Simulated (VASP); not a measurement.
Input of a VASP 6.6.1 run:

The input POSCAR:

```
C
1.0
    1.2279212041      2.1267565396      0.0000000000
    1.2279212041     -2.1267565396      0.0000000000
    0.0000000000      0.0000000000     -7.1235273225
C
4
Direct
    0.1667039277      0.8332960723      0.0210569839
    0.6667039277      0.3332960723      0.4789430161
    0.8332960723      0.1667039277      0.0210569839
    0.3332960723      0.6667039277      0.4789430161
```

INCAR.step1

```
SYSTEM = C
PREC = Accurate ; ENCUT = 520
ISMEAR = 0 ; SIGMA = 0.05
LREAL = .False. ; LASPH = .True.
NELM = 80 ; NBANDS = 16
GGA = PE ; ALGO = Normal
EDIFF = 1E-4 ; LWAVE = .True.
LCHARG = .False.
```

The input INCAR.step2:

```
SYSTEM = C
PREC = Accurate ; ENCUT = 520
EDIFF = 1E-7 ; ISMEAR = 0
SIGMA = 0.05 ; LREAL = .False.
LASPH = .True. ; NELM = 80
ALGO = Normal ; ISIF = 2
LWAVE = .False. ; LCHARG = .False.
METAGGA = R2SCAN ; LMIXTAU = .True.
NBANDS = 16 ; ISTART = 1
```

Contents of KPOINTS:

```
Automatic mesh
0
Gamma
  12 12 4
  0 0 0
```

Potentials or basis: VASP PAW PBE potentials, release 64 (C).

Run with:

```bash
$ cat potpaw_PBE.64/C/POTCAR > POTCAR
$ cp INCAR.step1 INCAR
$ mpirun -np 1 vasp_std > vasp.out
$ cp INCAR.step2 INCAR
$ mpirun -np 1 vasp_std > vasp.out
```

Estimate the largest force.

0.063 eV/Å.

What does it give for the pressure?

0.9 GPa.

Stress tensor (GPa, compression positive):
```
1.26 0.00 0.00
0.00 0.73 0.00
0.00 0.00 0.77
```

Caveat: the cell differs from its parent crystal (atoms displaced along a vibrational mode); the PAW data sets were made with another functional, which shifts forces and pressure a little.
